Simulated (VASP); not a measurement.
# Si62P (a cell with a defect) in VASP: further runs, part 2 of 2

VASP 6.6.1. Earlier steps stand in the parts before.

## Step 3: Single point, PBE

File INCAR:

```
PREC = Accurate
ENCUT = 520
EDIFF = 1E-6
ISMEAR = 0
SIGMA = 0.02
LREAL = Auto
LASPH = T
NELM = 60
ALGO = Normal
ISIF = 2
LWAVE = F
LCHARG = F
GGA = PE
NELECT = 254.0
NBANDS = 164
```

File KPOINTS:

```
Automatic mesh
0
Gamma
  1 1 1
```

File POSCAR:

```
Si62P
1.0
   10.8600000000      0.0000000000      0.0000000000
    0.0000000000     10.8600000000      0.0000000000
    0.0000000000      0.0000000000     10.8600000000
Si P
62 1
Direct
    0.4995884899     -0.0000313076      0.0013815838
    0.6266662063      0.1256143646      0.1240984346
    0.7546816759      0.2452482505     -0.0035488029
    0.8774310313      0.3725484346      0.1231815838
    0.7568955801      0.0027417127      0.2464425414
    0.8844849908      0.1281723757      0.3684325046
    0.2423274401      0.2543092081      0.0127857274
    0.3765653775      0.3789123389      0.1248686004
    0.5037012891      0.5039507366     -0.0021005525
    0.6300344383      0.6311956722      0.1235470534
    0.7587369245      0.7607021179      0.0001342541
    0.8931542357      0.8804360958      0.1264304788
    0.2220670350     -0.0167956722      0.2211764273
    0.3525221915      0.1182643646      0.3529075506
    0.4951495396      0.2463456722      0.2479463168
    0.6219279006      0.3711565378      0.3740856354
    0.7465274401      0.4956997238      0.2470537753
    0.8685090239      0.6212962247      0.3748459484
    0.4887519337      0.0058256906      0.4886790976
    0.6177593002      0.1264106814      0.6184413444
    0.7532212707      0.2516639042      0.4979648250
    0.8772172192      0.3741190608      0.6283103131
    0.7452039595      0.0052502762      0.7455730203
    0.8783738490      0.1120710866      0.8794074586
   -0.0010705341      0.5020337017     -0.0005891344
    0.1261185083      0.6240120626      0.1263720074
    0.2552617864      0.7432418969     -0.0003991713
    0.3778678637      0.8686919890      0.1240045120
    0.0125990792      0.2569205341      0.2444595764
    0.1244920810      0.3808197053      0.3791338858
    0.2521293738      0.5022827808      0.2526207182
    0.3772826888      0.6274207182      0.3773129834
    0.5063716390      0.7524414365      0.2547064457
    0.6287102210      0.8811674954      0.3763404236
    0.0014462247      0.0002499079      0.4994510129
    0.1238011050      0.1252399632      0.6273237569
    0.2473907919      0.2462606814      0.4957942910
    0.3736016575      0.3710269797      0.6224540516
    0.4999118785      0.4989270718      0.5003815838
    0.6247566298      0.6253750460      0.6246540516
    0.7504284530      0.7521758748      0.5015908840
    0.8744691529      0.8786116943      0.6269727440
    0.2476450276      0.0019273481      0.7559582873
    0.3684486188      0.1275555249      0.8842459484
    0.4979474217      0.2521643646      0.7538492634
    0.6281873849      0.3745316759      0.8781021179
    0.7500374770      0.5008051565      0.7502029466
    0.8745517495      0.6283874770      0.8746793738
   -0.0008456722      0.7445935543      0.2539678637
    0.1238199816      0.8693293738      0.3770665746
   -0.0032633517      0.5055399632      0.5052915285
    0.1227727440      0.6320324125      0.6314425414
    0.2536666667      0.7520016575      0.5057542357
    0.3764406998      0.8800072744      0.6275150092
   -0.0045687845      0.2447010129      0.7550467772
    0.1220674954      0.3718477901      0.8780358195
    0.2461520258      0.4951286372      0.7469197053
    0.3749406077      0.6198917127      0.8685059853
    0.5012031308      0.7514013812      0.7502068140
    0.6264511971      0.8780292818      0.8742302947
    0.0001859116      0.7618473297      0.7601195212
    0.1288729282      0.8797800184      0.8934275322
    0.0534465930      0.0031815838      0.0518601289
```

Potentials or basis: VASP PAW PBE potentials, release 64 (Si, P).

Command:

```sh
cat potpaw_PBE.64/Si/POTCAR potpaw_PBE.64/P/POTCAR > POTCAR
mpirun -np 1 vasp_gam > vasp.out
```

OUTCAR:

```text
PREC = Accurate
   ENCUT = 520
   EDIFF = 1E-6
   ISMEAR = 0
   LREAL = Auto
   LASPH = T
   NELM = 60
   ISIF = 2
   GGA = PE
   NELECT = 254.0

 ion  position               nearest neighbor table
   1  0.500  1.000  0.001-   2 2.35  28 2.36  60 2.36  44 2.36
   2  0.627  0.126  0.124-   3 2.35   1 2.35   5 2.36  15 2.36
   3  0.755  0.245  0.996-  46 2.35  24 2.35   2 2.35   4 2.36
   4  0.877  0.373  0.123-  29 2.34  25 2.35   3 2.36  17 2.37
   5  0.757  0.003  0.246-   6 2.35   2 2.36  12 2.38  34 2.38
   6  0.884  0.128  0.368-   5 2.35  35 2.36  29 2.39  21 2.41
   7  0.242  0.254  0.013-   8 2.33  56 2.34  44 2.39
   8  0.377  0.379  0.125-   7 2.33  15 2.35  31 2.36   9 2.38
   9  0.504  0.504  0.998-  46 2.34  58 2.35   8 2.38  10 2.38
  10  0.630  0.631  0.124-  17 2.36  33 2.36   9 2.38  11 2.39
  11  0.759  0.761  0.000-  48 2.35  60 2.36  12 2.39  10 2.39
  12  0.893  0.880  0.126-  49 2.33  63 2.34   5 2.38  11 2.39
  13  0.222  0.983  0.221-  28 2.35  50 2.35  14 2.49  63 2.60
[... 13 lines left out ...]
  27  0.255  0.743  1.000-  62 2.33  28 2.34  58 2.35  26 2.35
  28  0.378  0.869  0.124-  27 2.34  13 2.35   1 2.36  33 2.36
  29  0.013  0.257  0.244-  30 2.33   4 2.34   6 2.39
  30  0.124  0.381  0.379-  29 2.33  37 2.35  31 2.36  51 2.37
  31  0.252  0.502  0.253-  26 2.35  32 2.35   8 2.36  30 2.36
  32  0.377  0.627  0.377-  39 2.35  31 2.35  53 2.36  33 2.36
  33  0.506  0.752  0.255-  34 2.34  28 2.36  10 2.36  32 2.36
  34  0.629  0.881  0.376-  33 2.34  41 2.36  19 2.37   5 2.38
  35  0.001  0.000  0.499-  36 2.35  50 2.36  42 2.36   6 2.36
[... 26 lines left out ...]
  62  0.129  0.880  0.893-  27 2.33  63 2.33  43 2.38  61 2.39
  63  0.053  0.003  0.052-  62 2.33  12 2.34  13 2.60  24 2.92

  LATTYP: Found a simple cubic cell.
 ALAT       =    10.8600000000

  Lattice vectors:

 A1 = (  10.8600000000,   0.0000000000,   0.0000000000)
 A2 = (   0.0000000000,  10.8600000000,   0.0000000000)
 A3 = (   0.0000000000,   0.0000000000,  10.8600000000)

Analysis of symmetry for initial positions (statically):
[... 246 lines left out ...]
  Thomas-Fermi vector in A             =   2.083445
   LORBIT       =      0    0 simple, 1 ext, 2 COOP (PROOUT), +10 PAW based schemes
   GGA     = PE    functional components
   LHFCALC =     F    Hartree Fock is set to
   AEXX    =    0.0000 exact exchange contribution
   IVDW    =     0    specifies the selected vdW correction
   LEPSILON=     F    determine dielectric tensor
   LRPA    =     F    only Hartree local field effects (RPA)
 non-spin polarized calculation
 Gauss-broadening in eV      SIGMA  =   0.02
  energy-cutoff  :      520.00
  volume of cell :     1280.82
 maximum number of plane-waves:     17229
 NGX is ok and might be reduce to    84
   NGX = 41   NGY = 41   NGZ = 41

 number of electron     253.9999997 magnetization

 Free energy of the ion-electron system (eV)
  ---------------------------------------------------
  ext. energy  EPLUGINS =         0.00000000
  ---------------------------------------------------
  free energy    TOTEN  =      -326.07822700 eV

  energy without entropy =     -326.07822700  energy(sigma->0) =     -326.07822700

 E-fermi :   6.1047     XC(G=0):  -9.3650

 val. band max:        5.9916002997   @ k =   0.0000   0.0000   0.0000
 cond. band min:       6.2168217148   @ k =   0.0000   0.0000   0.0000
 fundamental gap:      0.2252214151
 Fermi energy:         6.1047108837

 k-point     1 :       0.0000    0.0000    0.0000
  band No.  band energies     occupation
      1      -6.2732      2.00000
      2      -5.6127      2.00000
      3      -5.1482      2.00000
      4      -5.1338      2.00000
      5      -5.1226      2.00000
      6      -5.0977      2.00000
[... 131 lines left out ...]
    138       6.9215      0.00000
    139       6.9298      0.00000
 [bands above 139 left out]

------------------------ aborting loop because EDIFF is reached ----------------------------------------

  FORCE on cell =-STRESS in cart. coord.  units (eV):
  Direction    XX          YY          ZZ          XY          YZ          ZX
  --------------------------------------------------------------------------------------
  -------------------------------------------------------------------------------------
  Total       15.3325719     25.4726925     15.3477828     -2.7561424     -1.9878271      4.8506182
  in kB       19.1794486     31.8636820     19.1984758     -3.4476467     -2.4865644      6.0676176
  external PRESSURE =      23.4138688 kB  Pullay stress =       0.0000000 kB

 VOLUME and BASIS-vectors are now :
 -----------------------------------------------------------------------------
  energy-cutoff  :      520.00
  volume of cell :     1280.82
      direct lattice vectors                 reciprocal lattice vectors
    10.860000000  0.000000000  0.000000000     0.092081031  0.000000000  0.000000000
     0.000000000 10.860000000  0.000000000     0.000000000  0.092081031  0.000000000
     0.000000000  0.000000000 10.860000000     0.000000000  0.000000000  0.092081031

 POSITION                                       TOTAL-FORCE (eV/Angst)
 -----------------------------------------------------------------------------------
      5.42553     10.85966      0.01500        -0.003026      0.003162      0.003999
      6.80560      1.36417      1.34771         0.004704     -0.001986     -0.001152
      8.19584      2.66340     10.82146         0.000441     -0.001493     -0.000665
      9.52890      4.04588      1.33775        -0.003340      0.006317     -0.006667
      8.21989      0.02977      2.67637        -0.001500      0.002153      0.007224
      9.60551      1.39195      4.00118         0.006492     -0.012609     -0.002100
[... 55 lines left out ...]
      1.39956      9.55441      9.70262        -0.018308     -0.016686     -0.008248
      0.58043      0.03455      0.56320        -0.077465     -0.065860     -0.019353
 -----------------------------------------------------------------------------------
    total drift:                                0.001196      0.003525     -0.000556

  FREE ENERGIE OF THE ION-ELECTRON SYSTEM (eV)
  ---------------------------------------------------
  free  energy   TOTEN  =      -326.0782269970 eV

  energy  without entropy=     -326.0782269970  energy(sigma->0) =     -326.07822700
```

stdout:

```text
POSCAR found type information on POSCAR SiP
 POSCAR found :  2 types and      63 ions
 scaLAPACK will be used
 LDA part: xc-table for (Slater+PW92), standard interpolation
 POSCAR, INCAR and KPOINTS ok, starting setup
 FFT: planning ... GRIDC
 FFT: planning ... GRID_SOFT
 FFT: planning ... GRID
 WAVECAR not read
 entering main loop
 the old and the new charge density differ
 old charge density:   253.00000 new  254.00000
    0.275E+01
```

Wall time 3.1 min (1 thread of Intel Xeon 6975P-C (Granite Rapids), shared host); peak memory 1 GiB.

Results:

- Free energy: -326.0782 eV
- Largest force: 0.104 eV/Å

Forces on the atoms (eV/Å):
```
Si  -0.003  0.003  0.004
Si   0.005 -0.002 -0.001
Si   0.000 -0.001 -0.001
Si  -0.003  0.006 -0.007
Si  -0.002  0.002  0.007
Si   0.006 -0.013 -0.002
Si   0.017  0.053  0.012
Si   0.027  0.023  0.005
Si   0.012  0.013 -0.003
Si   0.007  0.013  0.004
Si   0.004 -0.001 -0.005
Si   0.009 -0.019  0.013
Si  -0.029 -0.006 -0.013
Si  -0.007 -0.003 -0.006
Si   0.000 -0.007 -0.005
Si  -0.001 -0.004  0.006
Si  -0.006 -0.007 -0.003
Si  -0.005 -0.005  0.004
Si   0.004  0.000  0.003
Si   0.007 -0.003  0.001
Si   0.006  0.008  0.003
Si   0.004  0.004  0.002
Si   0.002 -0.001  0.002
Si   0.007  0.010 -0.003
Si  -0.002  0.006 -0.006
Si   0.004 -0.006  0.004
Si  -0.003 -0.002  0.002
Si  -0.003  0.003 -0.001
Si   0.005  0.015 -0.012
Si   0.012  0.000 -0.004
Si   0.012  0.016  0.009
Si   0.002  0.004  0.004
Si  -0.004  0.003 -0.003
Si  -0.003 -0.001 -0.001
Si   0.000 -0.001  0.002
Si   0.000  0.001 -0.001
Si   0.001 -0.005 -0.002
Si   0.008  0.000 -0.002
Si   0.001  0.000 -0.001
Si   0.000 -0.003  0.001
Si  -0.002 -0.001  0.001
Si  -0.004 -0.001 -0.005
Si  -0.008  0.009  0.011
Si  -0.007 -0.003  0.015
Si  -0.003  0.000  0.003
Si   0.001 -0.001 -0.003
Si  -0.003  0.000  0.001
Si  -0.004 -0.004 -0.003
Si   0.002 -0.019  0.016
Si  -0.002 -0.009  0.011
Si   0.001 -0.010 -0.006
Si   0.015 -0.001 -0.010
Si   0.007  0.008  0.007
Si   0.000  0.014  0.009
Si   0.008  0.004  0.000
Si   0.007  0.009 -0.006
Si   0.001 -0.001 -0.006
Si  -0.001  0.010 -0.004
Si   0.000  0.000  0.002
Si  -0.003  0.002 -0.001
Si  -0.007 -0.016 -0.011
Si  -0.018 -0.017 -0.008
P   -0.077 -0.066 -0.019
```

Levels at points of the mesh, in eV from the Fermi level:
| k point | band 125 | band 126 | band 127 | band 128 | band 129 | band 130 |
| --- | --- | --- | --- | --- | --- | --- |
| (0.00, 0.00, 0.00) | -0.71 | -0.28 | -0.11 | 0.11 | 0.22 | 0.32 |

Caveat: the k points lie up to 0.58 Å⁻¹ apart; the cell carries a net charge on a neutralising background, which shifts energy and pressure; the cell is charged against a uniform background, so pressure and absolute levels hang on convention.
